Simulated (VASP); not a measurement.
# SiO2 (Stishovite) (P4_2/mnm) in VASP: further runs

SiO2 (Stishovite) is run at these levels: PBEsol; tasks: single point.

Everything below comes from runs of VASP 6.6.1. Logs are shortened: lines on timing, memory, paths and dates and some standing lists are left out, and cuts for length are marked.

### 1 The cell of the first run

The structure is tetragonal, space group P4_2/mnm (No. 136). Conventional cell: a = 4.106 Å, b = 4.106 Å, c = 2.620 Å, α = 90.00°, β = 90.00°, γ = 90.00°. Si (site symmetry mmm) has 6 O at 1.73 to 1.78 Å within 2.3 Å. Within 2.3 Å of O (site symmetry m2m) lie 3 Si at 1.73 to 1.78 Å and 1 O at 2.25 Å.

### 2 Single point, PBEsol

Input file INCAR:

```
ALGO = Normal
EDIFF = 1E-6
ENCUT = 520
GGA = PS
ISIF = 2
ISMEAR = 0
LASPH = True
LCHARG = True
LELF = True
LREAL = False
LVHAR = True
LWAVE = False
NBANDS = 25
NELM = 100
PREC = Accurate
SIGMA = 0.01
```

Input file KPOINTS:

```
k-points
0
Gamma
  4 4 6
```

Input file POSCAR:

```
SiO2
1.0
    4.1064846246      0.0000000000      0.0000000000
    0.0000000000      4.1064846246      0.0000000000
    0.0000000000      0.0000000000      2.6200183902
Si O
2 4
Direct
    0.0000000000      0.0000000000      0.0000000000
    0.5000000000      0.5000000000      0.5000000000
    0.3059000000      0.3059000000      0.0000000000
    0.1941000000      0.8059000000      0.5000000000
    0.6941000000      0.6941000000      0.0000000000
    0.8059000000      0.1941000000      0.5000000000
```

Potentials or basis: VASP PAW PBE potentials, release 64 (Si, O).

Command:

```console
cat potpaw_PBE.64/Si/POTCAR potpaw_PBE.64/O/POTCAR > POTCAR
mpirun -np 1 vasp_std > vasp.out
```

OUTCAR:

```text
EDIFF = 1E-6
   ENCUT = 520
   GGA = PS
   ISIF = 2
   ISMEAR = 0
   LASPH = True
   LREAL = False
   NELM = 100
   PREC = Accurate

 ion  position               nearest neighbor table
   1  0.000  0.000  0.000-   4 1.73   6 1.73   4 1.73   6 1.73   5 1.78   3 1.78
   2  0.500  0.500  0.500-   3 1.73   5 1.73   3 1.73   5 1.73   4 1.78   6 1.78
   3  0.306  0.306  0.000-   2 1.73   2 1.73   1 1.78
   4  0.194  0.806  0.500-   1 1.73   1 1.73   2 1.78
   5  0.694  0.694  0.000-   2 1.73   2 1.73   1 1.78
   6  0.806  0.194  0.500-   1 1.73   1 1.73   2 1.78

  LATTYP: Found a simple tetragonal cell.
 ALAT       =     4.1064846246
 C/A-ratio  =     0.6380197735

  Lattice vectors:

 A1 = (   4.1064846246,   0.0000000000,   0.0000000000)
 A2 = (   0.0000000000,   4.1064846246,   0.0000000000)
 A3 = (   0.0000000000,   0.0000000000,   2.6200183902)

Analysis of symmetry for initial positions (statically):
=====================================================================
 Subroutine PRICEL returns:
 Original cell was already a primitive cell.

 Routine SETGRP: Setting up the symmetry group for a
 simple tetragonal supercell.

 Subroutine GETGRP returns: Found 16 space group operations
 (whereof  8 operations were pure point group operations)
 out of a pool of 16 trial point group operations.

The static configuration has the point symmetry D_2h.
 The point group associated with its full space group is D_4h.

Analysis of symmetry for dynamics (positions and initial velocities):
=====================================================================
 Subroutine PRICEL returns:
 Original cell was already a primitive cell.

 Routine SETGRP: Setting up the symmetry group for a
 simple tetragonal supercell.

 Subroutine GETGRP returns: Found 16 space group operations
 (whereof  8 operations were pure point group operations)
 out of a pool of 16 trial point group operations.

The dynamic configuration has the point symmetry D_2h.
 The point group associated with its full space group is D_4h.

 Subroutine INISYM returns: Found 16 space group operations
 (whereof  8 operations are pure point group operations),
 and found     1 'primitive' translations

----------------------------------------------------------------------------------------

                                     Primitive cell

  volume of cell :      44.1819

  direct lattice vectors                    reciprocal lattice vectors
     4.106484625  0.000000000  0.000000000     0.243517288  0.000000000  0.000000000
     0.000000000  4.106484625  0.000000000     0.000000000  0.243517288  0.000000000
     0.000000000  0.000000000  2.620018390     0.000000000  0.000000000  0.381676710

  length of vectors
     4.106484625  4.106484625  2.620018390     0.243517288  0.243517288  0.381676710

  position of ions in fractional coordinates (direct lattice)
     0.000000000  0.000000000  0.000000000
     0.500000000  0.500000000  0.500000000
     0.305900000  0.305900000  0.000000000
     0.194100000  0.805900000  0.500000000
     0.694100000  0.694100000  0.000000000
     0.805900000  0.194100000  0.500000000

  ion indices of the primitive-cell ions
   primitive index   ion index
                 1           1
                 2           2
                 3           3
                 4           4
                 5           5
                 6           6

----------------------------------------------------------------------------------------

 KPOINTS: k-points

Automatic generation of k-mesh.
 Grid dimensions read from file:
 generate k-points for:    4    4    6

 Generating k-lattice:

  Cartesian coordinates                     Fractional coordinates (reciprocal lattice)
     0.060879322  0.000000000  0.000000000     0.250000000  0.000000000  0.000000000
     0.000000000  0.060879322  0.000000000     0.000000000  0.250000000  0.000000000
     0.000000000  0.000000000  0.063612785     0.000000000  0.000000000  0.166666667

  Length of vectors
     0.060879322  0.060879322  0.063612785

  Shift w.r.t. Gamma in fractional coordinates (k-lattice)
     0.000000000  0.000000000  0.000000000

 Subroutine IBZKPT returns following result:
 ===========================================

 Found     24 irreducible k-points:

 Following reciprocal coordinates:
            Coordinates               Weight
  0.000000  0.000000  0.000000      1.000000
  0.250000  0.000000  0.000000      4.000000
  0.500000  0.000000  0.000000      2.000000
  0.250000  0.250000  0.000000      4.000000
  0.500000  0.250000  0.000000      4.000000
  0.500000  0.500000  0.000000      1.000000
[... 16 lines left out ...]
  0.500000  0.250000  0.500000      4.000000
  0.500000  0.500000  0.500000      1.000000
   k-points           NKPTS =     24   k-points in BZ     NKDIM =     24   number of bands    NBANDS=     25
   number of dos      NEDOS =    301   number of ions     NIONS =      6
   total plane-waves  NPLWV =  20480
   dimension x,y,z NGX =    32 NGY =   32 NGZ =   20
   dimension x,y,z NGXF=    64 NGYF=   64 NGZF=   40
   ions per type =               2   4
   NGX,Y,Z   is equivalent  to a cutoff of  12.95, 12.95, 12.69 a.u.
   NGXF,Y,Z  is equivalent  to a cutoff of  25.91, 25.91, 25.38 a.u.
 SYSTEM =  unknown system
   PREC   = accura    normal or accurate (medium, high low for compatibility)
   ISTART =      0    job   : 0-new  1-cont  2-samecut
   ICHARG =      2    charge: 1-file 2-atom 10-const
   ISPIN  =      1    spin polarized calculation?
   LNONCOLLINEAR =      F non collinear calculations
   LSORBIT =      F    spin-orbit coupling
   LASPH  =      T    aspherical Exc in radial PAW
   ENCUT  =  520.0 eV  38.22 Ry    6.18 a.u.   7.64  7.64  4.87*2*pi/ulx,y,z
   NELM   =    100;   NELMIN=  2; NELMDL= -5     # of ELM steps
   EDIFF  = 0.1E-05   stopping-criterion for ELM
   LREAL  =      F    real-space projection
   EDIFFG = 0.1E-04   stopping-criterion for IOM
   NSW    =      0    number of steps for IOM
   IBRION =     -1    ionic relax: 0-MD 1-quasi-New 2-CG
   NFREE  =      0    steps in history (QN), initial steepest desc. (CG)
   ISIF   =      2    stress and relaxation
   ISYM   =      2    0-nonsym 1-usesym 2-fastsym
   POTIM  = 0.5000    time-step for ionic-motion
   TEBEG  =    0.0;   TEEND  =   0.0 temperature during run
   PSTRESS=    0.0 pullay stress
   NELECT =      32.0000    total number of electrons
   NUPDOWN=      -1.0000    fix difference up-down
   EMIN   =  10.00;   EMAX   =-10.00  energy-range for DOS
   EFERMI =   0.00;   METHOD = LEGACY
   ISMEAR =     0;   SIGMA  =   0.01  broadening in eV -4-tet -1-fermi 0-gaus
   EFERMI_NEDOS =   21; number of points for ismear=-14 and -15
   IALGO  =     38    algorithm
   IMIX   =      4    mixing-type and parameters
     AMIX     =   0.40;   BMIX     =  1.00
     AMIX_MAG =   1.60;   BMIX_MAG =  1.00
  volume/ion in A,a.u.               =       7.36        49.69
  Fermi-wavevector in a.u.,A,eV,Ry     =   1.470201  2.778276 29.408852  2.161490
  Thomas-Fermi vector in A             =   2.585486
   LORBIT       =      0    0 simple, 1 ext, 2 COOP (PROOUT), +10 PAW based schemes
   GGA     = PS    functional components
   LHFCALC =     F    Hartree Fock is set to
   AEXX    =    0.0000 exact exchange contribution
   IVDW    =     0    specifies the selected vdW correction
   LEPSILON=     F    determine dielectric tensor
   LRPA    =     F    only Hartree local field effects (RPA)
 non-spin polarized calculation
 Gauss-broadening in eV      SIGMA  =   0.01
  energy-cutoff  :      520.00
  volume of cell :       44.18
 maximum number of plane-waves:      1208
 NGX is ok and might be reduce to    32
   NGX = 15   NGY = 15   NGZ =  9

 number of electron      31.9999987 magnetization

 Free energy of the ion-electron system (eV)
  ---------------------------------------------------
  ext. energy  EPLUGINS =         0.00000000
  ---------------------------------------------------
  free energy    TOTEN  =       -48.76040820 eV

  energy without entropy =      -48.76040820  energy(sigma->0) =      -48.76040820

 E-fermi :   9.0562     XC(G=0): -12.8048

 val. band max:        8.9130117726   @ k =   0.0000   0.0000   0.0000
 cond. band min:      15.4510910550   @ k =   0.0000   0.0000   0.0000
 fundamental gap:      6.5380792824
 Fermi energy:         9.0561507180

 k-point     1 :       0.0000    0.0000    0.0000
  band No.  band energies     occupation
      1     -14.2355      2.00000
      2     -10.2680      2.00000
      3     -10.2680      2.00000
      4     -10.0132      2.00000
      5      -2.3491      2.00000
      6       2.0832      2.00000
[... 17 lines left out ...]
     24      23.8447      0.00000
     25      25.0579      0.00000

 k-point     2 :       0.2500    0.0000    0.0000
  band No.  band energies     occupation
      1     -13.8871      2.00000
      2     -11.4954      2.00000
      3     -10.0893      2.00000
      4      -9.5087      2.00000
      5      -1.9555      2.00000
      6       0.7408      2.00000
[... 17 lines left out ...]
     24      22.9479      0.00000
     25      24.6599      0.00000

 k-point     3 :       0.5000    0.0000    0.0000
  band No.  band energies     occupation
      1     -12.9012      2.00000
      2     -12.9012      2.00000
      3      -9.6880      2.00000
      4      -9.6880      2.00000
      5      -0.8722      2.00000
      6      -0.8722      2.00000
[... 552 lines left out ...]
 k-point    23 :       0.5000    0.2500    0.5000
  band No.  band energies     occupation
      1     -10.9603      2.00000
      2     -10.9603      2.00000
      3      -9.6604      2.00000
      4      -9.6604      2.00000
      5      -1.8043      2.00000
      6      -1.8043      2.00000
[... 17 lines left out ...]
     24      22.6989      0.00000
     25      24.8566      0.00000

 k-point    24 :       0.5000    0.5000    0.5000
  band No.  band energies     occupation
      1     -10.9109      2.00000
      2     -10.9109      2.00000
      3      -9.6256      2.00000
      4      -9.6256      2.00000
      5      -2.3421      2.00000
      6      -2.3421      2.00000
[... 17 lines left out ...]
     24      22.8509      0.00000
     25      25.3145      0.00000

------------------------ aborting loop because EDIFF is reached ----------------------------------------

  FORCE on cell =-STRESS in cart. coord.  units (eV):
  Direction    XX          YY          ZZ          XY          YZ          ZX
  --------------------------------------------------------------------------------------
  -------------------------------------------------------------------------------------
  Total        6.0944847      6.0944847      7.9209003      0.0000000      0.0000000      0.0000000
  in kB      221.0053709    221.0053709    287.2370021      0.0000000      0.0000000      0.0000000
  external PRESSURE =     243.0825813 kB  Pullay stress =       0.0000000 kB

 VOLUME and BASIS-vectors are now :
 -----------------------------------------------------------------------------
  energy-cutoff  :      520.00
  volume of cell :       44.18
      direct lattice vectors                 reciprocal lattice vectors
     4.106484625  0.000000000  0.000000000     0.243517288  0.000000000  0.000000000
     0.000000000  4.106484625  0.000000000     0.000000000  0.243517288  0.000000000
     0.000000000  0.000000000  2.620018390     0.000000000  0.000000000  0.381676710

 POSITION                                       TOTAL-FORCE (eV/Angst)
 -----------------------------------------------------------------------------------
      0.00000      0.00000      0.00000         0.000000      0.000000      0.000000
      2.05324      2.05324      1.31001         0.000000      0.000000      0.000000
      1.25617      1.25617      0.00000        -0.329158     -0.329158     -0.000000
      0.79707      3.30942      1.31001         0.329158     -0.329158     -0.000000
      2.85031      2.85031      0.00000         0.329158      0.329158      0.000000
      3.30942      0.79707      1.31001        -0.329158      0.329158      0.000000
 -----------------------------------------------------------------------------------
    total drift:                                0.000000      0.000000     -0.000000

  FREE ENERGIE OF THE ION-ELECTRON SYSTEM (eV)
  ---------------------------------------------------
  free  energy   TOTEN  =       -48.7604081985 eV

  energy  without entropy=      -48.7604081985  energy(sigma->0) =      -48.76040820
```

Wall time 38 s (1 thread of AMD EPYC 7R13, shared host); peak memory 0.13 GiB.

Results:

```yaml
Free_energy: -48.7604 eV
Pressure: 24.3 GPa
Largest_force: 0.465 eV/Å
Band_gap_on_the_k_mesh: 6.54 eV, direct
```

Forces in eV/Å, atoms in the order of the input:
```
Si   0.000  0.000  0.000
Si   0.000  0.000  0.000
O   -0.329 -0.329  0.000
O    0.329 -0.329  0.000
O    0.329  0.329  0.000
O   -0.329  0.329  0.000
```

Levels at points of the mesh, in eV from the valence-band top:
| k point | band 12 | band 13 | band 14 | band 15 | band 16 | band 17 | band 18 | band 19 | band 20 | band 21 |
| --- | --- | --- | --- | --- | --- | --- | --- | --- | --- | --- |
| (0.00, 0.00, 0.00) | -3.32 | -2.57 | -0.92 | -0.92 | 0.00 | 6.54 | 6.72 | 8.80 | 8.80 | 11.04 |
| (0.50, 0.00, 0.00) | -4.18 | -2.82 | -2.82 | -1.14 | -1.14 | 8.33 | 8.33 | 9.36 | 9.36 | 11.27 |
| (0.50, 0.50, 0.00) | -3.46 | -2.83 | -2.83 | -2.50 | -2.50 | 7.96 | 7.96 | 10.43 | 10.43 | 13.57 |
| (0.00, 0.00, 0.50) | -4.86 | -3.40 | -3.40 | -2.92 | -2.92 | 9.74 | 9.74 | 12.99 | 12.99 | 13.29 |
| (0.50, 0.00, 0.50) | -4.29 | -2.44 | -2.44 | -1.92 | -1.92 | 9.23 | 9.23 | 10.33 | 10.33 | 12.30 |
| (0.50, 0.50, 0.50) | -4.71 | -1.88 | -1.88 | -1.69 | -1.69 | 7.76 | 7.76 | 11.21 | 11.21 | 11.74 |

Caveat: the PAW data sets were made with another functional, which shifts forces and pressure a little.

[end of part 1 of 2]
